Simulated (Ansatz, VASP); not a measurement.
Two plane-wave programs on TePb

The input INCAR:

```
SYSTEM = TePb
  ALGO = Normal
  EDIFF = 1E-6
  ENCUT = 500
  GGA = PS
  GGA_COMPAT = .False.
  ISIF = 2
  ISMEAR = 0
  LASPH = .True.
  LCHARG = .False.
  LREAL = .False.
  LWAVE = .False.
  NBANDS = 17
  NELM = 120
  PREC = Accurate
  SIGMA = 0.05
```

File KPOINTS:

```
k-points
0
Gamma
  6 6 6
  0 0 0
```

File POSCAR:

```
TePb
1.0
    0.0000000000      3.2440358828      3.2440358828
    3.2440358828      0.0000000000      3.2440358828
    3.2440358828      3.2440358828      0.0000000000
Pb Te
1 1
Direct
    0.5000000000      0.5000000000      0.5000000000
    0.0000000000      0.0000000000      0.0000000000
```

Input for Ansatz:

```yaml
crystal:
  lattice:
    - [0.0, 3.2440358828, 3.2440358828]
    - [3.2440358828, 0.0, 3.2440358828]
    - [3.2440358828, 3.2440358828, 0.0]
  atoms:
    - { symbol: Pb, position: [0.5, 0.5, 0.5] }
    - { symbol: Te, position: [0.0, 0.0, 0.0] }
basis:
  ecutwfc: 420
  ecutrho_ratio: 4
kpoints:
  mp_grid: { grid: [6, 6, 6] }
hamiltonian:
  xc: pbesol
scf:
  occupations: { method: gaussian, width: 0.05 }
output:
  forces: true
  stress: true
  eigenvalues: true
```

Alike in both runs: task single point; functional PBEsol; k mesh 6 × 6 × 6; occupations gaussian, width 0.05 eV; no spin polarisation.

```csv
,VASP,Ansatz
version,VASP 6.6.1,Ansatz 0.2.0
potentials or method,"VASP PAW PBE potentials, release 64 (Pb_d, Te), cutoff 500 eV","scalar-relativistic, plane waves, PAW"
valence electrons in the cell,20,30
```

|  | VASP | Ansatz | Ansatz less VASP |
| --- | --- | --- | --- |
| gap on the k mesh at the Fermi level (eV) | 0.69 | 0.69 | -0.004 |
| least direct gap on the mesh (eV) | 0.69 | 0.69 | -0.004 |
| pressure (GPa) | -0.9 | -0.9 | +0.03 |

VASP's potentials were made for PBE, not for PBEsol. The functional is the same, so the differences come from potentials, cutoffs and numerics. VASP's potentials hold 20 valence electrons a cell and Ansatz's 30, so a difference there can come from the potentials and not from the codes.

Spin-orbit coupling is off throughout.
